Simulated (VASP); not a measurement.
# BaTiO3 (Pm-3m) in VASP: notebook

BaTiO3 is run at these levels: PBE; tasks: single point.

Everything below comes from runs of VASP 6.6.1. Logs are shortened: lines on timing, memory, paths and dates and some standing lists are left out, and cuts for length are marked.

### 1 The cell of the first run

The structure is cubic, space group Pm-3m (No. 221). The conventional cell has a = 3.937 Å, b = 3.937 Å, c = 3.937 Å, α = 90.00°, β = 90.00°, γ = 90.00°. Ba (site symmetry m-3m) has 12 O at 2.78 Å and 8 Ti at 3.41 Å within 3.7 Å. Within 2.6 Å of Ti (site symmetry m-3m) lie 6 O at 1.97 Å. O (site symmetry 4/mmm) has 2 Ti at 1.97 Å within 2.6 Å.

### 2 Single point, PBE (volume changed by -6%)

INCAR

```
PREC     = Accurate       # precision mode
ENCUT    = 520            # plane-wave cutoff, eV
EDIFF    = 1E-6           # SCF threshold, eV
ISMEAR   = 0              # smearing method
SIGMA    = 0.01           # smearing width, eV
LREAL    = F              # projectors in reciprocal space
LASPH    = T              # aspherical terms in the spheres
NELM     = 80             # most SCF steps
ALGO     = Normal         # electronic algorithm
ISIF     = 2              # what is computed and relaxed
LWAVE    = F              # write WAVECAR
LCHARG   = F              # write CHGCAR
GGA      = PE             # functional
NBANDS   = 28             # bands
```

KPOINTS

```
regular mesh
0
Gamma
  6 6 6
```

POSCAR

```
BaTiO3
1.0
    3.9372021242      0.0000000000      0.0000000000
    0.0000000000      3.9372021242      0.0000000000
    0.0000000000      0.0000000000      3.9372021242
Ba Ti O
1 1 3
Direct
    0.5000000000      0.5000000000      0.5000000000
    0.0000000000      0.0000000000      0.0000000000
    0.5000000000      0.0000000000      0.0000000000
    0.0000000000      0.5000000000      0.0000000000
    0.0000000000      0.0000000000      0.5000000000
```

Potentials or basis: VASP PAW PBE potentials, release 64 (Ba_sv, Ti_sv, O).

Command:

```bash
$ cat potpaw_PBE.64/Ba_sv/POTCAR potpaw_PBE.64/Ti_sv/POTCAR potpaw_PBE.64/O/POTCAR > POTCAR
$ mpirun -np 1 vasp_std > vasp.out
```

OUTCAR:

```text
PREC = Accurate
   ENCUT = 520
   EDIFF = 1E-6
   ISMEAR = 0
   LREAL = F
   LASPH = T
   NELM = 80
   ISIF = 2
   GGA = PE

 ion  position               nearest neighbor table
   1  0.500  0.500  0.500-   3 2.78   4 2.78   5 2.78   3 2.78   4 2.78   3 2.78   5 2.78   3 2.78
                             4 2.78   5 2.78   4 2.78   5 2.78   2 3.41   2 3.41   2 3.41   2 3.41
   2  0.000  0.000  0.000-   3 1.97   4 1.97   5 1.97   5 1.97   4 1.97   3 1.97   1 3.41   1 3.41
                             1 3.41   1 3.41   1 3.41   1 3.41   1 3.41   1 3.41
   3  0.500  0.000  0.000-   2 1.97   2 1.97   1 2.78   1 2.78   1 2.78   1 2.78
   4  0.000  0.500  0.000-   2 1.97   2 1.97   1 2.78   1 2.78   1 2.78   1 2.78
   5  0.000  0.000  0.500-   2 1.97   2 1.97   1 2.78   1 2.78   1 2.78   1 2.78

  LATTYP: Found a simple cubic cell.
 ALAT       =     3.9372021242

  Lattice vectors:

 A1 = (   3.9372021242,   0.0000000000,   0.0000000000)
 A2 = (   0.0000000000,   3.9372021242,   0.0000000000)
 A3 = (   0.0000000000,   0.0000000000,   3.9372021242)

Analysis of symmetry for initial positions (statically):
=====================================================================
 Subroutine PRICEL returns:
 Original cell was already a primitive cell.

 Routine SETGRP: Setting up the symmetry group for a
 simple cubic supercell.

 Subroutine GETGRP returns: Found 48 space group operations
 (whereof 48 operations were pure point group operations)
 out of a pool of 48 trial point group operations.

The static configuration has the point symmetry O_h .

Analysis of symmetry for dynamics (positions and initial velocities):
=====================================================================
 Subroutine PRICEL returns:
 Original cell was already a primitive cell.

 Routine SETGRP: Setting up the symmetry group for a
 simple cubic supercell.

 Subroutine GETGRP returns: Found 48 space group operations
 (whereof 48 operations were pure point group operations)
 out of a pool of 48 trial point group operations.

The dynamic configuration has the point symmetry O_h .

 Subroutine INISYM returns: Found 48 space group operations
 (whereof 48 operations are pure point group operations),
 and found     1 'primitive' translations

----------------------------------------------------------------------------------------

                                     Primitive cell

  volume of cell :      61.0328

  direct lattice vectors                    reciprocal lattice vectors
     3.937202124  0.000000000  0.000000000     0.253987468  0.000000000  0.000000000
     0.000000000  3.937202124  0.000000000     0.000000000  0.253987468  0.000000000
     0.000000000  0.000000000  3.937202124     0.000000000  0.000000000  0.253987468

  length of vectors
     3.937202124  3.937202124  3.937202124     0.253987468  0.253987468  0.253987468

  position of ions in fractional coordinates (direct lattice)
     0.500000000  0.500000000  0.500000000
     0.000000000  0.000000000  0.000000000
     0.500000000  0.000000000  0.000000000
     0.000000000  0.500000000  0.000000000
     0.000000000  0.000000000  0.500000000

  ion indices of the primitive-cell ions
   primitive index   ion index
                 1           1
                 2           2
                 3           3
                 4           4
                 5           5

----------------------------------------------------------------------------------------

 KPOINTS: regular mesh

Automatic generation of k-mesh.
 Grid dimensions read from file:
 generate k-points for:    6    6    6

 Generating k-lattice:

  Cartesian coordinates                     Fractional coordinates (reciprocal lattice)
     0.042331245  0.000000000  0.000000000     0.166666667  0.000000000  0.000000000
     0.000000000  0.042331245  0.000000000     0.000000000  0.166666667  0.000000000
     0.000000000  0.000000000  0.042331245     0.000000000  0.000000000  0.166666667

  Length of vectors
     0.042331245  0.042331245  0.042331245

  Shift w.r.t. Gamma in fractional coordinates (k-lattice)
     0.000000000  0.000000000  0.000000000

 Subroutine IBZKPT returns following result:
 ===========================================

 Found     20 irreducible k-points:

 Following reciprocal coordinates:
            Coordinates               Weight
  0.000000  0.000000  0.000000      1.000000
  0.166667  0.000000  0.000000      6.000000
  0.333333  0.000000  0.000000      6.000000
  0.500000  0.000000  0.000000      3.000000
  0.166667  0.166667  0.000000     12.000000
  0.333333  0.166667  0.000000     24.000000
[... 12 lines left out ...]
  0.500000  0.500000  0.333333      6.000000
  0.500000  0.500000  0.500000      1.000000
   k-points           NKPTS =     20   k-points in BZ     NKDIM =     20   number of bands    NBANDS=     28
   number of dos      NEDOS =    301   number of ions     NIONS =      5
   total plane-waves  NPLWV =  27000
   dimension x,y,z NGX =    30 NGY =   30 NGZ =   30
   dimension x,y,z NGXF=    60 NGYF=   60 NGZF=   60
   ions per type =               1   1   3
   NGX,Y,Z   is equivalent  to a cutoff of  12.67, 12.67, 12.67 a.u.
   NGXF,Y,Z  is equivalent  to a cutoff of  25.33, 25.33, 25.33 a.u.
 SYSTEM =  unknown system
   PREC   = accura    normal or accurate (medium, high low for compatibility)
   ISTART =      0    job   : 0-new  1-cont  2-samecut
   ICHARG =      2    charge: 1-file 2-atom 10-const
   ISPIN  =      1    spin polarized calculation?
   LNONCOLLINEAR =      F non collinear calculations
   LSORBIT =      F    spin-orbit coupling
   LASPH  =      T    aspherical Exc in radial PAW
   ENCUT  =  520.0 eV  38.22 Ry    6.18 a.u.   7.32  7.32  7.32*2*pi/ulx,y,z
   NELM   =     80;   NELMIN=  2; NELMDL= -5     # of ELM steps
   EDIFF  = 0.1E-05   stopping-criterion for ELM
   LREAL  =      F    real-space projection
   EDIFFG = 0.1E-04   stopping-criterion for IOM
   NSW    =      0    number of steps for IOM
   IBRION =     -1    ionic relax: 0-MD 1-quasi-New 2-CG
   NFREE  =      0    steps in history (QN), initial steepest desc. (CG)
   ISIF   =      2    stress and relaxation
   ISYM   =      2    0-nonsym 1-usesym 2-fastsym
   POTIM  = 0.5000    time-step for ionic-motion
   TEBEG  =    0.0;   TEEND  =   0.0 temperature during run
   PSTRESS=    0.0 pullay stress
   NELECT =      40.0000    total number of electrons
   NUPDOWN=      -1.0000    fix difference up-down
   EMIN   =  10.00;   EMAX   =-10.00  energy-range for DOS
   EFERMI =   0.00;   METHOD = LEGACY
   ISMEAR =     0;   SIGMA  =   0.01  broadening in eV -4-tet -1-fermi 0-gaus
   EFERMI_NEDOS =   21; number of points for ismear=-14 and -15
   IALGO  =     38    algorithm
   IMIX   =      4    mixing-type and parameters
     AMIX     =   0.40;   BMIX     =  1.00
     AMIX_MAG =   1.60;   BMIX_MAG =  1.00
  volume/ion in A,a.u.               =      12.21        82.37
  Fermi-wavevector in a.u.,A,eV,Ry     =   1.422025  2.687237 27.513076  2.022154
  Thomas-Fermi vector in A             =   2.542772
   LORBIT       =      0    0 simple, 1 ext, 2 COOP (PROOUT), +10 PAW based schemes
   GGA     = PE    functional components
   LHFCALC =     F    Hartree Fock is set to
   AEXX    =    0.0000 exact exchange contribution
   IVDW    =     0    specifies the selected vdW correction
   LEPSILON=     F    determine dielectric tensor
   LRPA    =     F    only Hartree local field effects (RPA)
 non-spin polarized calculation
 Gauss-broadening in eV      SIGMA  =   0.01
  energy-cutoff  :      520.00
  volume of cell :       61.03
 maximum number of plane-waves:      1662
 NGX is ok and might be reduce to    30
   NGX = 15   NGY = 15   NGZ = 15

 number of electron      39.9999989 magnetization

 Free energy of the ion-electron system (eV)
  ---------------------------------------------------
  ext. energy  EPLUGINS =         0.00000000
  ---------------------------------------------------
  free energy    TOTEN  =       -39.79692194 eV

  energy without entropy =      -39.79692194  energy(sigma->0) =      -39.79692194

 E-fermi :   4.4315     XC(G=0): -11.5226

 val. band max:        4.2247938532   @ k =   0.5000   0.5000   0.5000
 cond. band min:       6.0648647761   @ k =   0.0000   0.0000   0.0000
 fundamental gap:      1.8400709229
 Fermi energy:         4.4314743749

 k-point     1 :       0.0000    0.0000    0.0000
  band No.  band energies     occupation
      1     -52.2044      2.00000
      2     -28.4443      2.00000
      3     -28.4443      2.00000
      4     -28.4443      2.00000
      5     -20.4852      2.00000
      6     -12.7772      2.00000
[... 20 lines left out ...]
     27       9.3310      0.00000
     28      12.1693      0.00000

 k-point     2 :       0.1667    0.0000    0.0000
  band No.  band energies     occupation
      1     -52.2041      2.00000
      2     -28.4612      2.00000
      3     -28.4436      2.00000
      4     -28.4436      2.00000
      5     -20.4470      2.00000
      6     -12.8167      2.00000
[... 20 lines left out ...]
     27       9.9045      0.00000
     28      12.8403      0.00000

 k-point     3 :       0.3333    0.0000    0.0000
  band No.  band energies     occupation
      1     -52.2034      2.00000
      2     -28.4949      2.00000
      3     -28.4423      2.00000
      4     -28.4423      2.00000
      5     -20.3684      2.00000
      6     -12.9958      2.00000
[... 20 lines left out ...]
     27      11.2505      0.00000
     28      12.7315      0.00000

 k-point     4 :       0.5000    0.0000    0.0000
  band No.  band energies     occupation
      1     -52.2031      2.00000
      2     -28.5115      2.00000
      3     -28.4416      2.00000
      4     -28.4416      2.00000
      5     -20.3280      2.00000
      6     -13.1064      2.00000
[... 454 lines left out ...]
     27      12.2033      0.00000
     28      12.3471      0.00000

 k-point    19 :       0.5000    0.5000    0.3333
  band No.  band energies     occupation
      1     -52.2007      2.00000
      2     -28.5043      2.00000
      3     -28.5043      2.00000
      4     -28.4875      2.00000
      5     -20.1703      2.00000
      6     -11.9863      2.00000
[... 20 lines left out ...]
     27      11.9981      0.00000
     28      12.4442      0.00000

 k-point    20 :       0.5000    0.5000    0.5000
  band No.  band energies     occupation
      1     -52.2004      2.00000
      2     -28.5035      2.00000
      3     -28.5035      2.00000
      4     -28.5035      2.00000
      5     -20.1493      2.00000
      6     -11.8139      2.00000
[... 20 lines left out ...]
     27      12.4443      0.00000
     28      12.4443      0.00000

------------------------ aborting loop because EDIFF is reached ----------------------------------------

  FORCE on cell =-STRESS in cart. coord.  units (eV):
  Direction    XX          YY          ZZ          XY          YZ          ZX
  --------------------------------------------------------------------------------------
  -------------------------------------------------------------------------------------
  Total        5.2393027      5.2393027      5.2393027      0.0000000      0.0000000      0.0000000
  in kB      137.5374420    137.5374420    137.5374420      0.0000000      0.0000000      0.0000000
  external PRESSURE =     137.5374420 kB  Pullay stress =       0.0000000 kB

 VOLUME and BASIS-vectors are now :
 -----------------------------------------------------------------------------
  energy-cutoff  :      520.00
  volume of cell :       61.03
      direct lattice vectors                 reciprocal lattice vectors
     3.937202124  0.000000000  0.000000000     0.253987468  0.000000000  0.000000000
     0.000000000  3.937202124  0.000000000     0.000000000  0.253987468  0.000000000
     0.000000000  0.000000000  3.937202124     0.000000000  0.000000000  0.253987468

 POSITION                                       TOTAL-FORCE (eV/Angst)
 -----------------------------------------------------------------------------------
      1.96860      1.96860      1.96860         0.000000      0.000000      0.000000
      0.00000      0.00000      0.00000         0.000000      0.000000      0.000000
      1.96860      0.00000      0.00000         0.000000      0.000000      0.000000
      0.00000      1.96860      0.00000         0.000000      0.000000      0.000000
      0.00000      0.00000      1.96860         0.000000      0.000000      0.000000
 -----------------------------------------------------------------------------------
    total drift:                               -0.000000     -0.000000      0.000000

  FREE ENERGIE OF THE ION-ELECTRON SYSTEM (eV)
  ---------------------------------------------------
  free  energy   TOTEN  =       -39.7969219438 eV

  energy  without entropy=      -39.7969219438  energy(sigma->0) =      -39.79692194
```

It took 32 s on 1 thread of AMD EPYC 7R43 (Zen 3), shared host; peak memory 0.15 GiB.

Results:

| Quantity | Value |
| --- | --- |
| Free energy | -39.7969 eV |
| Pressure | 13.8 GPa |
| Band gap on the k mesh | 1.84 eV, indirect (least direct gap 1.94 eV) |

Caveat: the cell differs from its parent crystal (volume changed by -6%); spin-orbit coupling is left out, which moves the levels of the heavy elements. A k mesh can miss the band edges.

### 3 Single point, PBE (volume changed by -3%)

INCAR

```
PREC = Accurate
ENCUT = 520
EDIFF = 1E-6
ISMEAR = 0
SIGMA = 0.01
LREAL = False
LASPH = True
NELM = 100
ALGO = Normal
ISIF = 2
LWAVE = False
LCHARG = False
GGA = PE
NBANDS = 28
```

KPOINTS

```
Automatic mesh
0
Gamma
  6 6 6
```

Changes to POSCAR since step 2:

```diff
@@ -2,5 +2,5 @@
 1.0
-    3.9372021242      0.0000000000      0.0000000000
-    0.0000000000      3.9372021242      0.0000000000
-    0.0000000000      0.0000000000      3.9372021242
+    3.9786494030      0.0000000000      0.0000000000
+    0.0000000000      3.9786494030      0.0000000000
+    0.0000000000      0.0000000000      3.9786494030
 Ba Ti O
```

Potentials or basis: VASP PAW PBE potentials, release 64 (Ba_sv, Ti_sv, O).

Command:

```bash
$ cat potpaw_PBE.64/Ba_sv/POTCAR potpaw_PBE.64/Ti_sv/POTCAR potpaw_PBE.64/O/POTCAR > POTCAR
$ mpirun -np 1 vasp_std > vasp.out
```

Run time: 34 s. Hardware: 1 thread of AMD EPYC 7R43 (Zen 3), shared host; peak memory 0.15 GiB.

The run converged. Its results:

| Quantity | Value |
| --- | --- |
| Free energy | -39.9255 eV |
| Pressure | 7.2 GPa |
| Band gap on the k mesh | 1.78 eV, indirect (least direct gap 1.91 eV) |

Levels at points of the mesh, in eV from the valence-band top:
| k point | band 16 | band 17 | band 18 | band 19 | band 20 | band 21 | band 22 | band 23 | band 24 | band 25 |
| --- | --- | --- | --- | --- | --- | --- | --- | --- | --- | --- |
| (0.00, 0.00, 0.00) | -1.12 | -1.12 | -0.13 | -0.13 | -0.13 | 1.78 | 1.78 | 1.78 | 4.03 | 4.03 |
| (0.50, 0.00, 0.00) | -1.98 | -1.85 | -1.85 | -0.71 | -0.71 | 1.95 | 3.58 | 3.58 | 4.04 | 6.10 |
| (0.50, 0.50, 0.00) | -2.76 | -1.71 | -0.86 | -0.86 | -0.09 | 3.58 | 3.58 | 4.01 | 4.91 | 7.87 |
| (0.50, 0.50, 0.50) | -2.40 | -2.40 | 0.00 | 0.00 | 0.00 | 4.27 | 4.27 | 4.27 | 6.81 | 6.81 |

Caveat: the cell differs from its parent crystal (volume changed by -3%); spin-orbit coupling is left out, which moves the levels of the heavy elements. A k mesh can miss the band edges.

### 4 Single point, PBE

This run uses another cell than the first one, of 12.74 Å³/atom, 1.044 times its volume.

INCAR

```
ALGO = Normal
EDIFF = 1E-6
ENCUT = 520
GGA = PE
ISIF = 2
ISMEAR = 0
LASPH = T
LCHARG = T
LELF = T
LREAL = F
LVHAR = T
LWAVE = F
NBANDS = 28
NELM = 80
PREC = Accurate
SIGMA = 0.01
```

KPOINTS

```
k-points
0
Gamma
  6 6 6
```

Changes to POSCAR since step 3:

```diff
@@ -2,5 +2,5 @@
 1.0
-    3.9786494030      0.0000000000      0.0000000000
-    0.0000000000      3.9786494030      0.0000000000
-    0.0000000000      0.0000000000      3.9786494030
+    3.9940959549      0.0000000000      0.0000000000
+    0.0000000000      3.9940959549      0.0000000000
+    0.0000000000      0.0000000000      3.9940959549
 Ba Ti O
```

Command:

```bash
$ cat potpaw_PBE.64/Ba_sv/POTCAR potpaw_PBE.64/Ti_sv/POTCAR potpaw_PBE.64/O/POTCAR > POTCAR
$ mpirun -np 1 vasp_std > vasp.out
```

It took 35 s on 1 thread of AMD EPYC 7R43 (Zen 3), shared host; peak memory 0.15 GiB.

The run converged. Its results:

```
Free energy            : -39.9544 eV
Pressure               : 5.0 GPa
Band gap on the k mesh : 1.76 eV, indirect (least direct gap 1.90 eV)
```

Levels at points of the mesh, in eV from the valence-band top:
| k point | band 16 | band 17 | band 18 | band 19 | band 20 | band 21 | band 22 | band 23 | band 24 | band 25 |
| --- | --- | --- | --- | --- | --- | --- | --- | --- | --- | --- |
| (0.00, 0.00, 0.00) | -1.10 | -1.10 | -0.14 | -0.14 | -0.14 | 1.76 | 1.76 | 1.76 | 3.95 | 3.95 |
| (0.50, 0.00, 0.00) | -1.94 | -1.84 | -1.84 | -0.71 | -0.71 | 1.92 | 3.52 | 3.52 | 3.95 | 5.99 |
| (0.50, 0.50, 0.00) | -2.71 | -1.72 | -0.87 | -0.87 | -0.09 | 3.52 | 3.52 | 3.94 | 4.81 | 7.74 |
| (0.50, 0.50, 0.50) | -2.40 | -2.40 | 0.00 | 0.00 | 0.00 | 4.20 | 4.20 | 4.20 | 6.75 | 6.75 |

Caveat: spin-orbit coupling is left out, which moves the levels of the heavy elements. A k mesh can miss the band edges.

### 5 Overview

```tsv
cell	gap on the mesh (eV)	pressure (GPa)
a = 3.937 Å, 5 atoms	1.84	13.8
a = 3.979 Å, 5 atoms	1.78	7.2
a = 3.994 Å, 5 atoms	1.76	5.0
```

Alike in all rows: task single point; level PBE; potentials or basis VASP PAW PBE potentials, release 64 (Ba_sv, Ti_sv, O); no spin polarisation; k mesh 6 × 6 × 6; cutoff (eV) 520; smearing gaussian 0.01 eV.

Caveats: spin-orbit coupling is left out, which moves the levels of the heavy elements.

Absolute energies hang on the potentials; compare differences alone.
